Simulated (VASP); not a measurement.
# InP (Fm-3m) in VASP: a series of runs

Aim: see how the results for InP move with the level of theory and the settings. Levels: HSE06, PBE-based screened hybrid with 25 % exact exchange, PBEsol-based screened hybrid with 25 % exact exchange. Tasks: single point.

Everything below comes from runs of VASP 6.6.1. Logs are shortened: lines on timing, memory, paths and dates and some standing lists are left out, and cuts for length are marked.

## Step 1: The cell of the first run

The structure is cubic, space group Fm-3m (No. 225). The conventional cell has a = 5.484 Å, b = 5.484 Å, c = 5.484 Å, α = 90.00°, β = 90.00°, γ = 90.00°. In (site symmetry m-3m) has 6 P at 2.74 Å within 3.6 Å. Within 3.6 Å of P (site symmetry m-3m) lie 6 In at 2.74 Å.

## Step 2: Single point, HSE06

POSCAR reads:

```
InP
1.0
    0.0000000000      2.7418011191      2.7418011191
    2.7418011191      0.0000000000      2.7418011191
    2.7418011191      2.7418011191      0.0000000000
In P
1 1
Direct
    0.0000000000      0.0000000000      0.0000000000
    0.5000000000      0.5000000000      0.5000000000
```

INCAR.step1 reads:

```
SYSTEM = InP
PREC = Accurate
ENCUT = 520
EDIFF = 1E-5
ISMEAR = -1
SIGMA = 0.05
LREAL = .FALSE.
LASPH = .TRUE.
NELM = 80
ALGO = Normal
ISIF = 2
LWAVE = .TRUE.
LCHARG = .FALSE.
GGA = PE
NBANDS = 16
```

INCAR.step2 reads:

```
SYSTEM = InP
PREC = Accurate
ENCUT = 520
EDIFF = 1E-6
ISMEAR = -1
SIGMA = 0.05
LREAL = .FALSE.
LASPH = .TRUE.
NELM = 80
ALGO = Normal
ISIF = 2
LWAVE = .FALSE.
LCHARG = .FALSE.
GGA = PE
LHFCALC = .TRUE.
HFSCREEN = 0.2079
PRECFOCK = Normal
ISTART = 1
NBANDS = 16
```

KPOINTS reads:

```
regular mesh
0
G
  4 4 4
  0 0 0
```

Potentials or basis: VASP PAW PBE potentials, release 64 (In_d, P).

Command:

```
> cat potpaw_PBE.64/In_d/POTCAR potpaw_PBE.64/P/POTCAR > POTCAR
> cp INCAR.step1 INCAR
> mpirun -np 1 vasp_std > vasp.out
> cp INCAR.step2 INCAR
> mpirun -np 1 vasp_std > vasp.out
```

OUTCAR:

```text
SYSTEM = InP
   PREC = Accurate
   ENCUT = 520
   EDIFF = 1E-6
   ISMEAR = -1
   LREAL = .FALSE.
   LASPH = .TRUE.
   NELM = 80
   ISIF = 2
   GGA = PE
   LHFCALC = .TRUE.
   HFSCREEN = 0.2079
   PRECFOCK = Normal
   ISTART = 1

 ion  position               nearest neighbor table
   1  0.000  0.000  0.000-   2 2.74   2 2.74   2 2.74   2 2.74   2 2.74   2 2.74
   2  0.500  0.500  0.500-   1 2.74   1 2.74   1 2.74   1 2.74   1 2.74   1 2.74

  LATTYP: Found a face centered cubic cell.
 ALAT       =     5.4836022382

  Lattice vectors:

 A1 = (   0.0000000000,   2.7418011191,   2.7418011191)
 A2 = (   2.7418011191,   0.0000000000,   2.7418011191)
 A3 = (   2.7418011191,   2.7418011191,   0.0000000000)

Analysis of symmetry for initial positions (statically):
=====================================================================
 Subroutine PRICEL returns:
 Original cell was already a primitive cell.

 Routine SETGRP: Setting up the symmetry group for a
 face centered cubic supercell.

 Subroutine GETGRP returns: Found 48 space group operations
 (whereof 48 operations were pure point group operations)
 out of a pool of 48 trial point group operations.

The static configuration has the point symmetry O_h .

Analysis of symmetry for dynamics (positions and initial velocities):
=====================================================================
 Subroutine PRICEL returns:
 Original cell was already a primitive cell.

 Routine SETGRP: Setting up the symmetry group for a
 face centered cubic supercell.

 Subroutine GETGRP returns: Found 48 space group operations
 (whereof 48 operations were pure point group operations)
 out of a pool of 48 trial point group operations.

The dynamic configuration has the point symmetry O_h .

 Subroutine INISYM returns: Found 48 space group operations
 (whereof 48 operations are pure point group operations),
 and found     1 'primitive' translations

----------------------------------------------------------------------------------------

                                     Primitive cell

  volume of cell :      41.2228

  direct lattice vectors                    reciprocal lattice vectors
     0.000000000  2.741801119  2.741801119    -0.182361878  0.182361878  0.182361878
     2.741801119  0.000000000  2.741801119     0.182361878 -0.182361878  0.182361878
     2.741801119  2.741801119  0.000000000     0.182361878  0.182361878 -0.182361878

  length of vectors
     3.877492328  3.877492328  3.877492328     0.315860037  0.315860037  0.315860037

  position of ions in fractional coordinates (direct lattice)
     0.000000000  0.000000000  0.000000000
     0.500000000  0.500000000  0.500000000

  ion indices of the primitive-cell ions
   primitive index   ion index
                 1           1
                 2           2

----------------------------------------------------------------------------------------

 KPOINTS: regular mesh

Automatic generation of k-mesh.
 Grid dimensions read from file:
 generate k-points for:    4    4    4

 Generating k-lattice:

  Cartesian coordinates                     Fractional coordinates (reciprocal lattice)
    -0.045590469  0.045590469  0.045590469     0.250000000  0.000000000  0.000000000
     0.045590469 -0.045590469  0.045590469     0.000000000  0.250000000  0.000000000
     0.045590469  0.045590469 -0.045590469     0.000000000  0.000000000  0.250000000

  Length of vectors
     0.078965009  0.078965009  0.078965009

  Shift w.r.t. Gamma in fractional coordinates (k-lattice)
     0.000000000  0.000000000  0.000000000

 Subroutine IBZKPT returns following result:
 ===========================================

 Found      8 irreducible k-points:

 Following reciprocal coordinates:
            Coordinates               Weight
  0.000000  0.000000  0.000000      1.000000
  0.250000  0.000000  0.000000      8.000000
  0.500000  0.000000  0.000000      4.000000
  0.250000  0.250000  0.000000      6.000000
  0.500000  0.250000  0.000000     24.000000
 -0.250000  0.250000  0.000000     12.000000
  0.500000  0.500000  0.000000      3.000000
 -0.250000  0.500000  0.250000      6.000000
   k-points           NKPTS =      8   k-points in BZ     NKDIM =     64   number of bands    NBANDS=     16
   number of dos      NEDOS =    301   number of ions     NIONS =      2
   total plane-waves  NPLWV =  27000
   dimension x,y,z NGX =    30 NGY =   30 NGZ =   30
   dimension x,y,z NGXF=    60 NGYF=   60 NGZF=   60
   ions per type =               1   1
   NGX,Y,Z   is equivalent  to a cutoff of  12.86, 12.86, 12.86 a.u.
   NGXF,Y,Z  is equivalent  to a cutoff of  25.72, 25.72, 25.72 a.u.
 SYSTEM =  InP
   PREC   = accura    normal or accurate (medium, high low for compatibility)
   ISTART =      1    job   : 0-new  1-cont  2-samecut
   ICHARG =      0    charge: 1-file 2-atom 10-const
   ISPIN  =      1    spin polarized calculation?
   LNONCOLLINEAR =      F non collinear calculations
   LSORBIT =      F    spin-orbit coupling
   LASPH  =      T    aspherical Exc in radial PAW
   ENCUT  =  520.0 eV  38.22 Ry    6.18 a.u.   7.21  7.21  7.21*2*pi/ulx,y,z
   NELM   =     80;   NELMIN=  2; NELMDL=  0     # of ELM steps
   EDIFF  = 0.1E-05   stopping-criterion for ELM
   LREAL  =      F    real-space projection
   EDIFFG = 0.1E-04   stopping-criterion for IOM
   NSW    =      0    number of steps for IOM
   IBRION =     -1    ionic relax: 0-MD 1-quasi-New 2-CG
   NFREE  =      0    steps in history (QN), initial steepest desc. (CG)
   ISIF   =      2    stress and relaxation
   ISYM   =      3    0-nonsym 1-usesym 2-fastsym
   POTIM  = 0.5000    time-step for ionic-motion
   TEBEG  =    0.0;   TEEND  =   0.0 temperature during run
   PSTRESS=    0.0 pullay stress
   NELECT =      18.0000    total number of electrons
   NUPDOWN=      -1.0000    fix difference up-down
   EMIN   =  10.00;   EMAX   =-10.00  energy-range for DOS
   EFERMI =   0.00;   METHOD = LEGACY
   ISMEAR =    -1;   SIGMA  =   0.05  broadening in eV -4-tet -1-fermi 0-gaus
   EFERMI_NEDOS =   21; number of points for ismear=-14 and -15
   IALGO  =     38    algorithm
   IMIX   =      1    mixing-type and parameters
     AMIX     =   0.40;   BMIX     =  1.00
     AMIX_MAG =   1.60;   BMIX_MAG =  1.00
  volume/ion in A,a.u.               =      20.61       139.09
  Fermi-wavevector in a.u.,A,eV,Ry     =   1.241995  2.347030 20.987676  1.542551
  Thomas-Fermi vector in A             =   2.376368
   LORBIT       =      0    0 simple, 1 ext, 2 COOP (PROOUT), +10 PAW based schemes
   GGA     = PE    functional components
   LHFCALC =     T    Hartree Fock is set to
   PRECFOCK=normal    Normal, Fast or Accurate (Low or Medium for compatibility)
   ENCUT4O =  -1.0   cutoff for four orbital integrals eV
   NKREDX  =     1    reduce k-point grid by
   NKREDY  =     1    reduce k-point grid by
   NKREDZ  =     1    reduce k-point grid by
   AEXX    =    0.2500 exact exchange contribution
   HFSCREEN=    0.2079 screening length (either q_TF or 0.3 A-1)
   HFSCREENC=   0.2079 screening length for correlation (either q_TF or 0.3 A-1)
   ENCUTFOCK=  -1.0 apply spherical cutoff to Coloumb kernel
   IVDW    =     0    specifies the selected vdW correction
   LEPSILON=     F    determine dielectric tensor
   LRPA    =     F    only Hartree local field effects (RPA)
 non-spin polarized calculation
  energy-cutoff  :      520.00
  volume of cell :       41.22
 maximum number of plane-waves:      1124
 NGX is ok and might be reduce to    30
  NGX = 24; NGY = 24; NGZ = 24

 number of electron      18.0000003 magnetization

 Free energy of the ion-electron system (eV)
  ---------------------------------------------------
  ext. energy  EPLUGINS =         0.00000000
  ---------------------------------------------------
  free energy    TOTEN  =        -9.14480907 eV

  energy without entropy =       -9.13625747  energy(sigma->0) =       -9.14053327

 E-fermi :   7.3649     XC(G=0):  -8.7001

 val. band max:        7.3387406406   @ k =   0.5000   0.0000   0.0000
 cond. band min:       8.1588617921   @ k =   0.5000   0.2500   0.0000
 fundamental gap:      0.8201211516
 Fermi energy:         7.3649222595

 k-point     1 :       0.0000    0.0000    0.0000
  band No.  band energies     occupation
      1      -9.1680      2.00000
      2      -9.1680      2.00000
      3      -9.1388      2.00000
      4      -9.1388      2.00000
      5      -9.1388      2.00000
      6      -6.4490      2.00000
[... 8 lines left out ...]
     15      16.8469      0.00000
     16      16.8469      0.00000

 k-point     2 :       0.2500    0.0000    0.0000
  band No.  band energies     occupation
      1      -9.2020      2.00000
      2      -9.2020      2.00000
      3      -9.1430      2.00000
      4      -9.0973      2.00000
      5      -9.0973      2.00000
      6      -5.5769      2.00000
[... 8 lines left out ...]
     15      16.8023      0.00000
     16      16.8023      0.00000

 k-point     3 :       0.5000    0.0000    0.0000
  band No.  band energies     occupation
      1      -9.2390      2.00000
      2      -9.2390      2.00000
      3      -9.1516      2.00000
      4      -9.0519      2.00000
      5      -9.0519      2.00000
      6      -4.0143      2.00000
[... 8 lines left out ...]
     15      19.6568      0.00000
     16      19.6568      0.00000

 k-point     4 :       0.2500    0.2500    0.0000
  band No.  band energies     occupation
      1      -9.3054      2.00000
      2      -9.1679      2.00000
      3      -9.1435      2.00000
      4      -9.0814      2.00000
      5      -9.0814      2.00000
      6      -5.2056      2.00000
[... 8 lines left out ...]
     15      19.0373      0.00000
     16      20.3924      0.00000

 k-point     5 :       0.5000    0.2500    0.0000
  band No.  band energies     occupation
      1      -9.3681      2.00000
      2      -9.1756      2.00000
      3      -9.1513      2.00000
      4      -9.0678      2.00000
      5      -9.0397      2.00000
      6      -3.5204      2.00000
[... 8 lines left out ...]
     15      20.3397      0.00000
     16      21.4939      0.00000

 k-point     6 :      -0.2500    0.2500    0.0000
  band No.  band energies     occupation
      1      -9.2738      2.00000
      2      -9.2159      2.00000
      3      -9.1197      2.00000
      4      -9.0897      2.00000
      5      -9.0745      2.00000
      6      -4.2097      2.00000
[... 8 lines left out ...]
     15      19.9814      0.00000
     16      20.2002      0.00000

 k-point     7 :       0.5000    0.5000    0.0000
  band No.  band energies     occupation
      1      -9.5013      2.00000
      2      -9.1971      2.00000
      3      -9.1189      2.00000
      4      -9.0186      2.00000
      5      -9.0186      2.00000
      6      -2.7374      2.00000
[... 8 lines left out ...]
     15      20.8277      0.00000
     16      21.9624      0.00000

 k-point     8 :      -0.2500    0.5000    0.2500
  band No.  band energies     occupation
      1      -9.4090      2.00000
      2      -9.1769      2.00000
      3      -9.1131      2.00000
      4      -9.1131      2.00000
      5      -9.0185      2.00000
      6      -2.6775      2.00000
[... 8 lines left out ...]
     15      20.0226      0.00000
     16      21.9622      0.00000

------------------------ aborting loop because EDIFF is reached ----------------------------------------

  FORCE on cell =-STRESS in cart. coord.  units (eV):
  Direction    XX          YY          ZZ          XY          YZ          ZX
  --------------------------------------------------------------------------------------
  -------------------------------------------------------------------------------------
  Total       -0.0409031     -0.0409031     -0.0409031      0.0000000     -0.0000000      0.0000000
  in kB       -1.5897492     -1.5897492     -1.5897492      0.0000000     -0.0000000      0.0000000
  external PRESSURE =      -1.5897492 kB  Pullay stress =       0.0000000 kB

 VOLUME and BASIS-vectors are now :
 -----------------------------------------------------------------------------
  energy-cutoff  :      520.00
  volume of cell :       41.22
      direct lattice vectors                 reciprocal lattice vectors
     0.000000000  2.741801119  2.741801119    -0.182361878  0.182361878  0.182361878
     2.741801119  0.000000000  2.741801119     0.182361878 -0.182361878  0.182361878
     2.741801119  2.741801119  0.000000000     0.182361878  0.182361878 -0.182361878

 POSITION                                       TOTAL-FORCE (eV/Angst)
 -----------------------------------------------------------------------------------
      0.00000      0.00000      0.00000         0.000000     -0.000000     -0.000000
      2.74180      2.74180      2.74180        -0.000000      0.000000      0.000000
 -----------------------------------------------------------------------------------
    total drift:                               -0.000001     -0.000001     -0.000001

  FREE ENERGIE OF THE ION-ELECTRON SYSTEM (eV)
  ---------------------------------------------------
  free  energy   TOTEN  =        -9.1448090686 eV

  energy  without entropy=       -9.1362574688  energy(sigma->0) =       -9.14053327
```

It took 3.4 min on 1 thread of Intel Xeon 6975P-C (Granite Rapids), shared host; peak memory 0.26 GiB.

What came out:

```yaml
Free_energy: -9.1448 eV
Pressure: -0.2 GPa
Band_gap_on_the_k_mesh: zero (bands 9 and 10 overlap by 2.49 eV)
```

Caveat: the k points lie up to 0.50 Å⁻¹ apart, too coarse for converged energies and pressures of a metal; the PAW data sets were made with another functional, which shifts forces and pressure a little; spin-orbit coupling is left out, which moves the levels of the heavy elements.

(Continued in part 2 of 2.)

The gap in the log of VASP goes by the Fermi energy; the results here count the filled bands.